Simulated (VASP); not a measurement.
Set up this calculation in VASP 6.6.1, as the native input.

```
Task                   : single point
Functional             : PBE
Dispersion             : D3(BJ)
Potentials or basis    : VASP PAW PBE potentials, release 64 (Zn, O, F, C)
Cutoff                 : 520 eV
k mesh                 : 3 × 3 × 1
Occupations            : gaussian, width 0.05 eV
Spin                   : no spin polarisation
Dipole correction      : yes
Further INCAR settings : ALGO = Normal; EDIFF = 1e-06; NBANDS = 144; NELMDL = -8
```

The structure of Zn12CO12F4 lies in POSCAR:

```
Zn12CO12F4
1.0
    6.5094894554      0.0000000000      0.0000000000
    0.0000000000      5.2564237846      0.0000000000
    0.0000000000      0.0000000000     26.8300471064
Zn O F C
12 12 4 1
Direct
    0.5000000000      0.9983827818      0.2981731626
    0.0000000000      0.9983827818      0.2981731626
    0.7500000000      0.4983827818      0.3331922541
    0.2500000000      0.4983827818      0.3331922541
    0.7500000000      0.9983827818      0.4032304369
    0.2500000000      0.9983827818      0.4032304369
   -0.0000321878      0.4945377008      0.4357148764
    0.4999974979      0.4942785356      0.4358196964
    0.0003054606      0.9953077856      0.5110681276
    0.4999987310      0.9950595145      0.5116596019
    0.2494477346      0.4581937777      0.5307239517
    0.7498258429      0.4582663150      0.5308118135
    0.5000000000      0.6195172182      0.2981731626
    0.0000000000      0.6195172182      0.2981731626
    0.7500000000      0.1195172182      0.3331922541
    0.2500000000      0.1195172182      0.3331922541
    0.7500000000      0.6195172182      0.4032304369
    0.2500000000      0.6195172182      0.4032304369
    0.0000551859      0.1171080493      0.4375932555
    0.4999824154      0.1167844248      0.4377869068
   -0.0002702066      0.6174169612      0.5078191237
    0.4996375010      0.6172129467      0.5080907856
    0.2496347691      0.1098338051      0.5429120131
    0.7506511539      0.1095414861      0.5427117492
    0.9253143385      1.0048999881      0.6572698154
    1.1054368413      0.6786986017      0.6321480683
    0.9294895525      0.6557601754      0.7011646990
    0.7696424591      0.6641498255      0.6297510900
    0.9328083344      0.7526944571      0.6551561090
```

These files were run (other wordings do the same):

INCAR

```
PREC = Accurate
ENCUT = 520
EDIFF = 1E-6
ISMEAR = 0
SIGMA = 0.05
LREAL = F
LASPH = T
NELM = 120
ALGO = Normal
ISIF = 2
LWAVE = F
LCHARG = T
LDIPOL = T
IDIPOL = 3
DIPOL = 0.5 0.5 0.460
GGA = PE
IVDW = 12
LELF = T
LVHAR = T
LVACPOTAV = T
NBANDS = 144
GGA_COMPAT = F
NELMDL = -8
```

KPOINTS

```
Automatic mesh
0
Gamma
  3 3 1
```

Potentials or basis: VASP PAW PBE potentials, release 64 (Zn, O, F, C).

Run with:

```sh
$ cat potpaw_PBE.64/Zn/POTCAR potpaw_PBE.64/O/POTCAR potpaw_PBE.64/F/POTCAR potpaw_PBE.64/C/POTCAR > POTCAR
$ mpirun -np 1 vasp_std > vasp.out
```

Results of the run:

| Quantity | Value |
| --- | --- |
| Largest force | 1.708 eV/Å |
| Band gap on the k mesh | 0.70 eV |
| Dispersion energy per atom | -0.149 eV |

Caveat: semilocal functionals underestimate gaps, and a narrow one can read as zero.

It took 98 min on 1 thread of Intel Xeon 8259CL, with other jobs on the host, peak memory 1.1 GiB.
